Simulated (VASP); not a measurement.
# In2C (P-3m1) in VASP: notebook

The runs below take In2C through single point, relaxation of cell and atoms, with PBE.

Program: VASP 6.6.1. These are calculated values, not measurements. Logs are shortened: lines on timing, memory, paths and dates and some standing lists are left out, and cuts for length are marked.

### 1 The cell of the first run

Symmetry: P-3m1, No. 164, trigonal system. Conventional cell: a = 3.589 Å, b = 3.589 Å, c = 4.885 Å, α = 90.00°, β = 90.00°, γ = 120.00°. In (site symmetry 3m) has 3 C at 2.40 Å and 6 In at 3.20 Å within 3.3 Å. C (site symmetry -3m) has 6 In at 2.40 Å within 3.2 Å.

The cell was generated, and may not be a known phase.

### 2 Single point, PBE

INCAR reads:

```
PREC = Accurate
ENCUT = 520
EDIFF = 1E-6
ISMEAR = 0
SIGMA = 0.1
LREAL = False
LASPH = True
NELM = 80
ALGO = Normal
ISIF = 2
LWAVE = False
LCHARG = False
GGA = PE
NBANDS = 22
```

KPOINTS reads:

```
regular mesh
0
Gamma
  6 6 2
```

POSCAR reads:

```
In2C
1.0
    3.5886916777     -0.0000000033      0.0000000000
   -1.7943458360      3.1078981609      0.0000000000
    0.0000000000      0.0000000000      4.8847098947
In C
2 1
Direct
    0.3333333333      0.6666666667      0.7501199529
    0.6666666667      0.3333333333      0.2498800471
    0.0000000000      0.0000000000      0.0000000000
```

Potentials or basis: VASP PAW PBE potentials, release 64 (In_d, C).

Command:

```
$ cat potpaw_PBE.64/In_d/POTCAR potpaw_PBE.64/C/POTCAR > POTCAR
$ mpirun -np 1 vasp_std > vasp.out
```

OUTCAR:

```text
PREC = Accurate
   ENCUT = 520
   EDIFF = 1E-6
   ISMEAR = 0
   LREAL = False
   LASPH = True
   NELM = 80
   ISIF = 2
   GGA = PE

 ion  position               nearest neighbor table
   1  0.333  0.667  0.750-   3 2.40   3 2.40   3 2.40   2 3.20   2 3.20   2 3.20   2 3.20   2 3.20
                             2 3.20
   2  0.667  0.333  0.250-   3 2.40   3 2.40   3 2.40   1 3.20   1 3.20   1 3.20   1 3.20   1 3.20
                             1 3.20
   3  0.000  0.000  0.000-   1 2.40   2 2.40   2 2.40   1 2.40   2 2.40   1 2.40

  LATTYP: Found a hexagonal cell.
 ALAT       =     3.5886916777
 C/A-ratio  =     1.3611394718

  Lattice vectors:

 A1 = (   3.5886916777,  -0.0000000033,   0.0000000000)
 A2 = (  -1.7943458360,   3.1078981609,   0.0000000000)
 A3 = (   0.0000000000,   0.0000000000,   4.8847098947)

Analysis of symmetry for initial positions (statically):
=====================================================================
 Subroutine PRICEL returns:
 Original cell was already a primitive cell.

 Routine SETGRP: Setting up the symmetry group for a
 hexagonal supercell.

 Subroutine GETGRP returns: Found 12 space group operations
 (whereof 12 operations were pure point group operations)
 out of a pool of 24 trial point group operations.

The static configuration has the point symmetry D_3d.

Analysis of symmetry for dynamics (positions and initial velocities):
=====================================================================
 Subroutine PRICEL returns:
 Original cell was already a primitive cell.

 Routine SETGRP: Setting up the symmetry group for a
 hexagonal supercell.

 Subroutine GETGRP returns: Found 12 space group operations
 (whereof 12 operations were pure point group operations)
 out of a pool of 24 trial point group operations.

The dynamic configuration has the point symmetry D_3d.

 Subroutine INISYM returns: Found 12 space group operations
 (whereof 12 operations are pure point group operations),
 and found     1 'primitive' translations

----------------------------------------------------------------------------------------

                                     Primitive cell

  volume of cell :      54.4806

  direct lattice vectors                    reciprocal lattice vectors
     3.588691678 -0.000000003  0.000000000     0.278653083  0.160880432  0.000000000
    -1.794345836  3.107898161  0.000000000     0.000000000  0.321760865  0.000000000
     0.000000000  0.000000000  4.884709895     0.000000000  0.000000000  0.204720448

  length of vectors
     3.588691678  3.588691678  4.884709895     0.321760865  0.321760865  0.204720448

  position of ions in fractional coordinates (direct lattice)
     0.333333333  0.666666667  0.750119953
     0.666666667  0.333333333  0.249880047
     0.000000000  0.000000000  0.000000000

  ion indices of the primitive-cell ions
   primitive index   ion index
                 1           1
                 2           2
                 3           3

----------------------------------------------------------------------------------------

 KPOINTS: regular mesh

Automatic generation of k-mesh.
 Grid dimensions read from file:
 generate k-points for:    6    6    2

 Generating k-lattice:

  Cartesian coordinates                     Fractional coordinates (reciprocal lattice)
     0.046442181  0.026813405  0.000000000     0.166666667  0.000000000  0.000000000
     0.000000000  0.053626811  0.000000000     0.000000000  0.166666667  0.000000000
     0.000000000  0.000000000  0.102360224     0.000000000  0.000000000  0.500000000

  Length of vectors
     0.053626811  0.053626811  0.102360224

  Shift w.r.t. Gamma in fractional coordinates (k-lattice)
     0.000000000  0.000000000  0.000000000

 Subroutine IBZKPT returns following result:
 ===========================================

 Found     14 irreducible k-points:

 Following reciprocal coordinates:
            Coordinates               Weight
  0.000000  0.000000  0.000000      1.000000
  0.166667 -0.000000  0.000000      6.000000
  0.333333  0.000000  0.000000      6.000000
  0.500000  0.000000  0.000000      3.000000
  0.166667  0.166667  0.000000      6.000000
  0.333333  0.166667  0.000000     12.000000
  0.333333  0.333333  0.000000      2.000000
  0.000000  0.000000  0.500000      1.000000
  0.166667 -0.000000  0.500000      6.000000
  0.333333  0.000000  0.500000      6.000000
  0.500000  0.000000  0.500000      3.000000
  0.166667  0.166667  0.500000      6.000000
  0.333333  0.166667  0.500000     12.000000
  0.333333  0.333333  0.500000      2.000000
   k-points           NKPTS =     14   k-points in BZ     NKDIM =     14   number of bands    NBANDS=     22
   number of dos      NEDOS =    301   number of ions     NIONS =      3
   total plane-waves  NPLWV =  28224
   dimension x,y,z NGX =    28 NGY =   28 NGZ =   36
   dimension x,y,z NGXF=    56 NGYF=   56 NGZF=   72
   ions per type =               2   1
   NGX,Y,Z   is equivalent  to a cutoff of  12.97, 12.97, 12.25 a.u.
   NGXF,Y,Z  is equivalent  to a cutoff of  25.94, 25.94, 24.50 a.u.
 SYSTEM =  unknown system
   PREC   = accura    normal or accurate (medium, high low for compatibility)
   ISTART =      0    job   : 0-new  1-cont  2-samecut
   ICHARG =      2    charge: 1-file 2-atom 10-const
   ISPIN  =      1    spin polarized calculation?
   LNONCOLLINEAR =      F non collinear calculations
   LSORBIT =      F    spin-orbit coupling
   LASPH  =      T    aspherical Exc in radial PAW
   ENCUT  =  520.0 eV  38.22 Ry    6.18 a.u.   6.67  6.67  9.08*2*pi/ulx,y,z
   NELM   =     80;   NELMIN=  2; NELMDL= -5     # of ELM steps
   EDIFF  = 0.1E-05   stopping-criterion for ELM
   LREAL  =      F    real-space projection
   EDIFFG = 0.1E-04   stopping-criterion for IOM
   NSW    =      0    number of steps for IOM
   IBRION =     -1    ionic relax: 0-MD 1-quasi-New 2-CG
   NFREE  =      0    steps in history (QN), initial steepest desc. (CG)
   ISIF   =      2    stress and relaxation
   ISYM   =      2    0-nonsym 1-usesym 2-fastsym
   POTIM  = 0.5000    time-step for ionic-motion
   TEBEG  =    0.0;   TEEND  =   0.0 temperature during run
   PSTRESS=    0.0 pullay stress
   NELECT =      30.0000    total number of electrons
   NUPDOWN=      -1.0000    fix difference up-down
   EMIN   =  10.00;   EMAX   =-10.00  energy-range for DOS
   EFERMI =   0.00;   METHOD = LEGACY
   ISMEAR =     0;   SIGMA  =   0.10  broadening in eV -4-tet -1-fermi 0-gaus
   EFERMI_NEDOS =   21; number of points for ismear=-14 and -15
   IALGO  =     38    algorithm
   IMIX   =      4    mixing-type and parameters
     AMIX     =   0.40;   BMIX     =  1.00
     AMIX_MAG =   1.60;   BMIX_MAG =  1.00
  volume/ion in A,a.u.               =      18.16       122.55
  Fermi-wavevector in a.u.,A,eV,Ry     =   1.341842  2.535714 24.497830  1.800540
  Thomas-Fermi vector in A             =   2.470043
   LORBIT       =      0    0 simple, 1 ext, 2 COOP (PROOUT), +10 PAW based schemes
   GGA     = PE    functional components
   LHFCALC =     F    Hartree Fock is set to
   AEXX    =    0.0000 exact exchange contribution
   IVDW    =     0    specifies the selected vdW correction
   LEPSILON=     F    determine dielectric tensor
   LRPA    =     F    only Hartree local field effects (RPA)
 non-spin polarized calculation
 Gauss-broadening in eV      SIGMA  =   0.10
  energy-cutoff  :      520.00
  volume of cell :       54.48
 maximum number of plane-waves:      1506
 NGX is ok and might be reduce to    28
   NGX = 13   NGY = 13   NGZ = 19

 number of electron      29.9999989 magnetization

 Free energy of the ion-electron system (eV)
  ---------------------------------------------------
  ext. energy  EPLUGINS =         0.00000000
  ---------------------------------------------------
  free energy    TOTEN  =       -11.72510596 eV

  energy without entropy =      -11.71599349  energy(sigma->0) =      -11.72054973

 E-fermi :   8.4514     XC(G=0): -10.8937

 val. band max:        8.1778573934   @ k =   0.1667   0.1667   0.5000
 cond. band min:       8.4845062600   @ k =   0.3333   0.1667   0.5000
 fundamental gap:      0.3066488665
 Fermi energy:         8.4514200928

 k-point     1 :       0.0000    0.0000    0.0000
  band No.  band energies     occupation
      1      -6.4860      2.00000
      2      -6.3861      2.00000
      3      -6.3861      2.00000
      4      -6.3597      2.00000
      5      -6.3597      2.00000
      6      -6.2532      2.00000
[... 14 lines left out ...]
     21      18.6009      0.00000
     22      18.6009      0.00000

 k-point     2 :       0.1667   -0.0000    0.0000
  band No.  band energies     occupation
      1      -6.5061      2.00000
      2      -6.4529      2.00000
      3      -6.4405      2.00000
      4      -6.3682      2.00000
      5      -6.2940      2.00000
      6      -6.2519      2.00000
[... 14 lines left out ...]
     21      17.7143      0.00000
     22      17.8445      0.00000

 k-point     3 :       0.3333    0.0000    0.0000
  band No.  band energies     occupation
      1      -6.7061      2.00000
      2      -6.5128      2.00000
      3      -6.4755      2.00000
      4      -6.3439      2.00000
      5      -6.2215      2.00000
      6      -6.1977      2.00000
[... 14 lines left out ...]
     21      16.0679      0.00000
     22      16.4640      0.00000
[... 226 lines left out ...]
 k-point    13 :       0.3333    0.1667    0.5000
  band No.  band energies     occupation
      1      -6.7212      2.00000
      2      -6.4713      2.00000
      3      -6.4097      2.00000
      4      -6.3210      2.00000
      5      -6.3046      2.00000
      6      -6.2700      2.00000
[... 14 lines left out ...]
     21      17.0986      0.00000
     22      17.8879      0.00000

 k-point    14 :       0.3333    0.3333    0.5000
  band No.  band energies     occupation
      1      -6.6812      2.00000
      2      -6.4729      2.00000
      3      -6.4729      2.00000
      4      -6.2997      2.00000
      5      -6.2229      2.00000
      6      -6.2226      2.00000
[... 14 lines left out ...]
     21      17.3714      0.00000
     22      17.3714      0.00000

------------------------ aborting loop because EDIFF is reached ----------------------------------------

  FORCE on cell =-STRESS in cart. coord.  units (eV):
  Direction    XX          YY          ZZ          XY          YZ          ZX
  --------------------------------------------------------------------------------------
  -------------------------------------------------------------------------------------
  Total        0.0226031      0.0226031     -0.0243568     -0.0000000      0.0000000     -0.0000000
  in kB        0.6647167      0.6647167     -0.7162907     -0.0000000      0.0000000     -0.0000000
  external PRESSURE =       0.2043809 kB  Pullay stress =       0.0000000 kB

 VOLUME and BASIS-vectors are now :
 -----------------------------------------------------------------------------
  energy-cutoff  :      520.00
  volume of cell :       54.48
      direct lattice vectors                 reciprocal lattice vectors
     3.588691678 -0.000000003  0.000000000     0.278653083  0.160880432  0.000000000
    -1.794345836  3.107898161  0.000000000     0.000000000  0.321760865  0.000000000
     0.000000000  0.000000000  4.884709895     0.000000000  0.000000000  0.204720448

 POSITION                                       TOTAL-FORCE (eV/Angst)
 -----------------------------------------------------------------------------------
      0.00000      2.07193      3.66412        -0.000000     -0.000000     -0.012093
      1.79435      1.03597      1.22059         0.000000      0.000000      0.012093
      0.00000      0.00000      0.00000         0.000000      0.000000      0.000000
 -----------------------------------------------------------------------------------
    total drift:                                0.000000      0.000000      0.000000

  FREE ENERGIE OF THE ION-ELECTRON SYSTEM (eV)
  ---------------------------------------------------
  free  energy   TOTEN  =       -11.7251059596 eV

  energy  without entropy=      -11.7159934908  energy(sigma->0) =      -11.72054973
```

Run time: 9 s. Hardware: 1 thread of Intel Xeon 6975P-C (Granite Rapids), shared host; peak memory 0.16 GiB.

Results:

- Free energy: -11.7251 eV
- Pressure: 0.0 GPa
- Largest force: 0.012 eV/Å
- Band gap on the k mesh: zero (bands 15 and 16 overlap by 3.02 eV)

Forces in eV/Å, atoms in the order of the input:
```
In   0.000  0.000 -0.012
In   0.000  0.000  0.012
C    0.000  0.000  0.000
```

Levels at points of the mesh, in eV from the Fermi level:
```
           k point  band 11  band 12  band 13  band 14  band 15  band 16  band 17  band 18  band 19  band 20
(0.00, 0.00, 0.00)   -12.82    -5.55    -4.76    -0.46    -0.46     2.13     4.75     5.13     5.13     8.71
(0.50, 0.00, 0.00)    -9.97    -7.35    -2.53    -2.17    -1.68    -1.04     1.02     4.02     6.27     7.04
(0.00, 0.00, 0.50)   -12.39    -8.41    -0.49    -0.49     0.09     0.17     5.67     6.33     6.33     7.87
(0.50, 0.00, 0.50)    -9.65    -6.60    -4.37    -4.27    -1.75     1.65     1.87     3.91     5.84     7.34
```

Caveat: the k points lie up to 0.64 Å⁻¹ apart, too coarse for converged energies and pressures of a metal; spin-orbit coupling is left out, which moves the levels of the heavy elements.

[end of part 1 of 2]

The gap in the log of VASP goes by the Fermi energy; the results here count the filled bands.